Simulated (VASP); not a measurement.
# MoS2 (C2/m) in VASP: further runs

The runs below take MoS2 through single point, with PBEsol+D3(BJ).

All numbers are computed with VASP 6.6.1; they aren't measurements. Logs are shortened: lines on timing, memory, paths and dates and some standing lists are left out, and cuts for length are marked.

### Step 1. The cell of the first run

Symmetry: C2/m, No. 12, monoclinic system. Conventional cell: a = 5.334 Å, b = 3.080 Å, c = 17.424 Å, α = 90.00°, β = 93.51°, γ = 90.00°. Mo (site symmetry m) has 6 S at 2.40 Å and 6 Mo at 3.08 Å within 3.2 Å. Within 3.2 Å of Mo (site symmetry 2/m) lie 6 S at 2.40 Å and 6 Mo at 3.08 Å. Within 3.2 Å of S (site symmetry m) lie 3 Mo at 2.40 Å and 8 S at 3.01 to 3.08 Å. Within 3.2 Å of S (site symmetry m) lie 3 Mo at 2.40 Å and 9 S at 3.08 to 3.13 Å. S (site symmetry m) has 3 Mo at 2.40 Å and 9 S at 3.08 to 3.13 Å within 3.2 Å.

### Step 2. Single point, PBEsol+D3(BJ)

Input file INCAR:

```
SYSTEM = MoS2
  ALGO = Fast
  EDIFF = 1E-6
  ENCUT = 520
  GGA = PS
  ISIF = 2
  ISMEAR = 0
  IVDW = 12
  LASPH = .True.
  LCHARG = .False.
  LREAL = .False.
  LWAVE = .False.
  NBANDS = 49
  NELM = 80
  PREC = Accurate
  SIGMA = 0.15
```

Input file KPOINTS:

```
k-points
0
Gamma
  14 14 3
  0 0 0
```

Input file POSCAR:

```
MoS2
1.0
   -3.0798097231      0.0000000000      0.0000000000
   -1.5399048616     -2.6671934590      0.0000000000
   -0.9239429169     -0.5334386918     17.3911508765
Mo S
3 6
Direct
    0.6333400000      0.6333400000      0.1666333333
    0.8333400000     -0.1666600000      0.8333000000
    0.2333400000      0.2333400000      0.4999666667
    0.4814944464      0.4814944464      0.9258611016
    0.8814944464     -0.1185055536      0.5925277682
    0.2814944464      0.2814944464      0.2591944349
    0.5851855536      0.5851855536      0.4074055651
    0.9851855536     -0.0148144464      0.0740722318
    0.1851855536      0.1851855536      0.7407388984
```

Potentials or basis: VASP PAW PBE potentials, release 64 (Mo_sv, S).

Command:

```bash
$ cat potpaw_PBE.64/Mo_sv/POTCAR potpaw_PBE.64/S/POTCAR > POTCAR
$ mpirun -np 1 vasp_std > vasp.out
```

OUTCAR:

```text
SYSTEM = MoS2
   EDIFF = 1E-6
   ENCUT = 520
   GGA = PS
   ISIF = 2
   ISMEAR = 0
   IVDW = 12
   LASPH = .True.
   LREAL = .False.
   NELM = 80
   PREC = Accurate
 IVDW          = 12

 ion  position               nearest neighbor table
   1  0.633  0.633  0.167-   8 2.40   8 2.40   8 2.40   6 2.40   6 2.40   6 2.40
   2  0.833  0.833  0.833-   4 2.40   9 2.40   4 2.40   9 2.40   4 2.40   9 2.40
   3  0.233  0.233  0.500-   5 2.40   5 2.40   5 2.40   7 2.40   7 2.40   7 2.40
   4  0.481  0.481  0.926-   2 2.40   2 2.40   2 2.40
   5  0.881  0.881  0.593-   3 2.40   3 2.40   3 2.40
   6  0.281  0.281  0.259-   1 2.40   1 2.40   1 2.40
   7  0.585  0.585  0.407-   3 2.40   3 2.40   3 2.40
   8  0.985  0.985  0.074-   1 2.40   1 2.40   1 2.40
   9  0.185  0.185  0.741-   2 2.40   2 2.40   2 2.40

  LATTYP: Found a base centered monoclinic cell.
 ALAT       =     5.3343869181
 B/A-ratio  =     0.5773502692
 C/A-ratio  =     3.2663255851
 COS(beta)  =    -0.0612308831

  Lattice vectors:

 A1 = (   3.0798097231,   0.0000000000,   0.0000000000)
 A2 = (   1.5399048616,   2.6671934590,   0.0000000000)
 A3 = (  -0.9239429169,  -0.5334386918,  17.3911508765)

Analysis of symmetry for initial positions (statically):
=====================================================================
 Subroutine PRICEL returns:
 Original cell was already a primitive cell.

 Routine SETGRP: Setting up the symmetry group for a
 base centered monoclinic supercell.

 Subroutine GETGRP returns: Found  4 space group operations
 (whereof  2 operations were pure point group operations)
 out of a pool of  4 trial point group operations.

The static configuration has the point symmetry C_1h.
 The point group associated with its full space group is C_2h.

Analysis of symmetry for dynamics (positions and initial velocities):
=====================================================================
 Subroutine PRICEL returns:
 Original cell was already a primitive cell.

 Routine SETGRP: Setting up the symmetry group for a
 base centered monoclinic supercell.

 Subroutine GETGRP returns: Found  4 space group operations
 (whereof  2 operations were pure point group operations)
 out of a pool of  4 trial point group operations.

The dynamic configuration has the point symmetry C_1h.
 The point group associated with its full space group is C_2h.

 Subroutine INISYM returns: Found  4 space group operations
 (whereof  2 operations are pure point group operations),
 and found     1 'primitive' translations

----------------------------------------------------------------------------------------

                                     Primitive cell

  volume of cell :     142.8587

  direct lattice vectors                    reciprocal lattice vectors
    -3.079809723  0.000000000  0.000000000    -0.324695384  0.187462967 -0.011500101
    -1.539904862 -2.667193459  0.000000000     0.000000000 -0.374925934 -0.011500101
    -0.923942917 -0.533438692 17.391150876     0.000000000  0.000000000  0.057500507

  length of vectors
     3.079809723  3.079809723 17.423844471     0.375102264  0.375102264  0.057500507

  position of ions in fractional coordinates (direct lattice)
     0.633340000  0.633340000  0.166633333
     0.833340000  0.833340000  0.833300000
     0.233340000  0.233340000  0.499966667
     0.481494446  0.481494446  0.925861102
     0.881494446  0.881494446  0.592527768
     0.281494446  0.281494446  0.259194435
     0.585185554  0.585185554  0.407405565
     0.985185554  0.985185554  0.074072232
     0.185185554  0.185185554  0.740738898

  ion indices of the primitive-cell ions
   primitive index   ion index
                 1           1
                 2           2
                 3           3
                 4           4
                 5           5
                 6           6
                 7           7
                 8           8
                 9           9

----------------------------------------------------------------------------------------

 KPOINTS: k-points

Automatic generation of k-mesh.
 Grid dimensions read from file:
 generate k-points for:   14   14    3

 Generating k-lattice:

  Cartesian coordinates                     Fractional coordinates (reciprocal lattice)
    -0.023192527  0.013390212 -0.000821436     0.071428571  0.000000000  0.000000000
     0.000000000 -0.026780424 -0.000821436     0.000000000  0.071428571  0.000000000
     0.000000000  0.000000000  0.019166836     0.000000000  0.000000000  0.333333333

  Length of vectors
     0.026793019  0.026793019  0.019166836

  Shift w.r.t. Gamma in fractional coordinates (k-lattice)
     0.000000000  0.000000000  0.000000000

 Subroutine IBZKPT returns following result:
 ===========================================

 Found    162 irreducible k-points:

 Following reciprocal coordinates:
            Coordinates               Weight
  0.000000  0.000000  0.000000      1.000000
  0.071429  0.000000 -0.000000      4.000000
  0.142857  0.000000 -0.000000      4.000000
  0.214286  0.000000  0.000000      4.000000
  0.285714  0.000000 -0.000000      4.000000
  0.357143  0.000000 -0.000000      4.000000
[... 16 lines left out ...]
  0.214286  0.142857  0.000000      4.000000
  0.285714  0.142857  0.000000      4.000000
 [... further k-points ...]
   k-points           NKPTS =    162   k-points in BZ     NKDIM =    162   number of bands    NBANDS=     49
   number of dos      NEDOS =    301   number of ions     NIONS =      9
   total plane-waves  NPLWV =  80640
   dimension x,y,z NGX =    24 NGY =   24 NGZ =  140
   dimension x,y,z NGXF=    48 NGYF=   48 NGZF=  280
   ions per type =               3   6
   NGX,Y,Z   is equivalent  to a cutoff of  12.96, 12.96, 13.36 a.u.
   NGXF,Y,Z  is equivalent  to a cutoff of  25.91, 25.91, 26.72 a.u.
 SYSTEM =  MoS2
   PREC   = accura    normal or accurate (medium, high low for compatibility)
   ISTART =      0    job   : 0-new  1-cont  2-samecut
   ICHARG =      2    charge: 1-file 2-atom 10-const
   ISPIN  =      1    spin polarized calculation?
   LNONCOLLINEAR =      F non collinear calculations
   LSORBIT =      F    spin-orbit coupling
   LASPH  =      T    aspherical Exc in radial PAW
   ENCUT  =  520.0 eV  38.22 Ry    6.18 a.u.   5.73  5.73 32.40*2*pi/ulx,y,z
   NELM   =     80;   NELMIN=  2; NELMDL= -5     # of ELM steps
   EDIFF  = 0.1E-05   stopping-criterion for ELM
   LREAL  =      F    real-space projection
   EDIFFG = 0.1E-04   stopping-criterion for IOM
   NSW    =      0    number of steps for IOM
   IBRION =     -1    ionic relax: 0-MD 1-quasi-New 2-CG
   NFREE  =      0    steps in history (QN), initial steepest desc. (CG)
   ISIF   =      2    stress and relaxation
   ISYM   =      2    0-nonsym 1-usesym 2-fastsym
   POTIM  = 0.5000    time-step for ionic-motion
   TEBEG  =    0.0;   TEEND  =   0.0 temperature during run
   PSTRESS=    0.0 pullay stress
   NELECT =      78.0000    total number of electrons
   NUPDOWN=      -1.0000    fix difference up-down
   EMIN   =  10.00;   EMAX   =-10.00  energy-range for DOS
   EFERMI =   0.00;   METHOD = LEGACY
   ISMEAR =     0;   SIGMA  =   0.15  broadening in eV -4-tet -1-fermi 0-gaus
   EFERMI_NEDOS =   21; number of points for ismear=-14 and -15
   IALGO  =     68    algorithm
   IMIX   =      4    mixing-type and parameters
     AMIX     =   0.40;   BMIX     =  1.00
     AMIX_MAG =   1.60;   BMIX_MAG =  1.00
  volume/ion in A,a.u.               =      15.87       107.12
  Fermi-wavevector in a.u.,A,eV,Ry     =   1.338045  2.528539 24.359395  1.790365
  Thomas-Fermi vector in A             =   2.466546
   LORBIT       =      0    0 simple, 1 ext, 2 COOP (PROOUT), +10 PAW based schemes
   GGA     = PS    functional components
   LHFCALC =     F    Hartree Fock is set to
   AEXX    =    0.0000 exact exchange contribution
   IVDW    =    12    specifies the selected vdW correction
   LEPSILON=     F    determine dielectric tensor
   LRPA    =     F    only Hartree local field effects (RPA)
 non-spin polarized calculation
 RMM-DIIS sequential band-by-band and
 Gauss-broadening in eV      SIGMA  =   0.15
  energy-cutoff  :      520.00
  volume of cell :      142.86
 maximum number of plane-waves:      3869
   NGX = 11   NGY = 11   NGZ = 65

 number of electron      77.9999999 magnetization

 Free energy of the ion-electron system (eV)
  ---------------------------------------------------
  ext. energy  EPLUGINS =         0.00000000
  ---------------------------------------------------
  free energy    TOTEN  =       -67.73089986 eV

  energy without entropy =      -67.70620946  energy(sigma->0) =      -67.71855466

 E-fermi :   9.1638     XC(G=0): -11.7507

 val. band max:        9.1624749067   @ k =   0.4286   0.2143   0.3333
 cond. band min:       9.1640954545   @ k =   0.0000   0.0000   0.3333
 fundamental gap:      0.0016205478
 Fermi energy:         9.1637522937

 k-point     1 :       0.0000    0.0000    0.0000
  band No.  band energies     occupation
      1     -52.3616      2.00000
      2     -52.3616      2.00000
      3     -52.3227      2.00000
      4     -26.5457      2.00000
      5     -26.5456      2.00000
      6     -26.5036      2.00000
[... 41 lines left out ...]
     48      12.5918      0.00000
     49      12.6899      0.00000

 k-point     2 :       0.0714    0.0000   -0.0000
  band No.  band energies     occupation
      1     -52.3588      2.00000
      2     -52.3588      2.00000
      3     -52.3198      2.00000
      4     -26.5405      2.00000
      5     -26.5403      2.00000
      6     -26.4984      2.00000
[... 41 lines left out ...]
     48      12.3851      0.00000
     49      12.6388      0.00000

 k-point     3 :       0.1429    0.0000   -0.0000
  band No.  band energies     occupation
      1     -52.3507      2.00000
      2     -52.3507      2.00000
      3     -52.3118      2.00000
      4     -26.5259      2.00000
      5     -26.5257      2.00000
      6     -26.4837      2.00000
[... 1081 lines left out ...]
     48      12.2224      0.00000
     49      12.4054      0.00000

 k-point    24 :       0.2857    0.1429    0.0000
  band No.  band energies     occupation
      1     -52.3330      2.00000
      2     -52.3330      2.00000
      3     -52.2940      2.00000
      4     -26.5409      2.00000
      5     -26.5408      2.00000
      6     -26.5024      2.00000
[... 41 lines left out ...]
     48      12.0615      0.00000
     49      12.6541      0.00000

 [... further k-points ...]

------------------------ aborting loop because EDIFF is reached ----------------------------------------

 Edisp (eV)   -3.73307

 E8    (eV) :    -2.3461

  FORCE on cell =-STRESS in cart. coord.  units (eV):
  Direction    XX          YY          ZZ          XY          YZ          ZX
  --------------------------------------------------------------------------------------
  -------------------------------------------------------------------------------------
  Total       0.38042     0.61624     0.01007    -0.20423     0.05976     0.10350
  in kB       4.26642     6.91119     0.11295    -2.29044     0.67020     1.16082
  external pressure =        3.76 kB  Pullay stress =        0.00 kB

 VOLUME and BASIS-vectors are now :
 -----------------------------------------------------------------------------
  energy-cutoff  :      520.00
  volume of cell :      142.86
      direct lattice vectors                 reciprocal lattice vectors
    -3.079809723  0.000000000  0.000000000    -0.324695384  0.187462967 -0.011500101
    -1.539904862 -2.667193459  0.000000000     0.000000000 -0.374925934 -0.011500101
    -0.923942917 -0.533438692 17.391150876     0.000000000  0.000000000  0.057500507

 POSITION                                       TOTAL-FORCE (eV/Angst)
 -----------------------------------------------------------------------------------
     -3.07981     -1.77813      2.89795         0.034651      0.020006     -0.159902
     -4.61971     -2.66719     14.49205        -0.034651     -0.020006      0.159902
     -1.53990     -0.88906      8.69500        -0.000000      0.000000     -0.000000
     -3.07981     -1.77813     16.10179         0.023159      0.013371     -0.240266
     -4.61971     -2.66719     10.30474         0.000233      0.000134      0.000744
     -1.53990     -0.88906      4.50769        -0.004030     -0.002327      0.033944
     -3.07981     -1.77813      7.08525        -0.000233     -0.000134     -0.000744
     -4.61971     -2.66719      1.28820        -0.023159     -0.013371      0.240266
     -1.53990     -0.88906     12.88230         0.004030      0.002327     -0.033944
 -----------------------------------------------------------------------------------
    total drift:                                0.000014      0.000008     -0.000005

  FREE ENERGIE OF THE ION-ELECTRON SYSTEM (eV)
  ---------------------------------------------------
  free  energy   TOTEN  =       -71.4639715493 eV

  energy  without entropy=      -71.4392811440  energy(sigma->0) =      -71.45162635
```

Wall time 40 min (1 thread of Oxide Virtual Turin-like, shared host); peak memory 0.83 GiB.

What came out:

* Free energy: -71.4640 eV
* Pressure: 0.4 GPa
* Largest force: 0.242 eV/Å
* Band gap on the k mesh: zero (bands 39 and 40 overlap by 0.63 eV)
* Dispersion energy per atom: -0.415 eV

Forces in eV/Å, atoms in the order of the input:
```
Mo   0.035  0.020 -0.160
Mo  -0.035 -0.020  0.160
Mo   0.000  0.000  0.000
S    0.023  0.013 -0.240
S    0.000  0.000  0.001
S   -0.004 -0.002  0.034
S    0.000  0.000 -0.001
S   -0.023 -0.013  0.240
S    0.004  0.002 -0.034
```

Caveat: the PAW data sets were made with another functional, which shifts forces and pressure a little.

### Step 3. Single point, PBEsol+D3(BJ)

This run uses another cell than the first one, of 16.19 Å³/atom.

Input file INCAR:

```
SYSTEM = MoS2
PREC = Accurate
ENCUT = 520
EDIFF = 1E-6
ISMEAR = 0
SIGMA = 0.15
LREAL = .False.
LASPH = .True.
NELM = 100
ALGO = Fast
ISIF = 2
LWAVE = .False.
LCHARG = .False.
GGA = PS
IVDW = 12
NBANDS = 49
```

Input file KPOINTS:

```
regular mesh
0
Gamma
  14 14 3
  0 0 0
```

Input file POSCAR:

```
MoS2
1.0
   -3.0798097231      0.0000000000      0.0000000000
   -1.5399048616     -2.6671934590      0.0000000000
   -4.1577431263     -2.4004741131     17.7411508765
Mo S
3 6
Direct
    0.5196552966      0.5196552966      0.1633459667
    0.2648255170     -0.7351744830      0.8168605366
   -0.1077595932     -0.1077595932      0.4901032517
   -0.1501693547     -0.1501693547      0.9075955793
    0.4772455350     -0.5227544650      0.5808382944
    0.1046604248      0.1046604248      0.2540810095
    0.3072352786      0.3072352786      0.3993682090
    0.9346501684     -0.0653498316      0.0726109240
   -0.3201796112     -0.3201796112      0.7261254939
```

Potentials or basis: VASP PAW PBE potentials, release 64 (Mo_sv, S).

Command:

```bash
$ cat potpaw_PBE.64/Mo_sv/POTCAR potpaw_PBE.64/S/POTCAR > POTCAR
$ mpirun -np 1 vasp_std > vasp.out
```

Run time: 37 min. Hardware: 1 thread of Oxide Virtual Turin-like, shared host; peak memory 0.84 GiB.

The run converged. Its results:

- Free energy: -71.4683 eV
- Pressure: -0.2 GPa
- Largest force: 0.130 eV/Å
- Band gap on the k mesh: zero (bands 39 and 40 overlap by 0.55 eV)
- Dispersion energy per atom: -0.406 eV

Forces in eV/Å, atoms in the order of the input:
```
Mo  -0.058 -0.034 -0.111
Mo   0.058  0.034  0.111
Mo   0.000  0.000  0.000
S    0.053  0.031  0.059
S    0.001  0.000  0.010
S    0.007  0.004  0.054
S   -0.001  0.000 -0.010
S   -0.053 -0.031 -0.059
S   -0.007 -0.004 -0.054
```

Stress tensor (GPa, compression positive):
```
-0.06 -0.04 -0.49
-0.04 -0.01 -0.28
-0.49 -0.28 -0.43
```

Levels at points of the mesh, in eV from the Fermi level:
| k point | band 37 | band 38 | band 39 | band 40 | band 41 | band 42 |
| --- | --- | --- | --- | --- | --- | --- |
| (0.00, 0.00, 0.00) | -0.71 | -0.33 | -0.14 | 0.05 | 0.08 | 0.12 |
| (0.50, 0.00, 0.00) | -1.57 | -1.42 | -1.14 | 1.62 | 1.62 | 1.66 |
| (0.50, 0.50, 0.00) | -1.63 | -1.31 | -1.20 | 1.62 | 1.62 | 1.66 |

Caveat: the PAW data sets were made with another functional, which shifts forces and pressure a little.
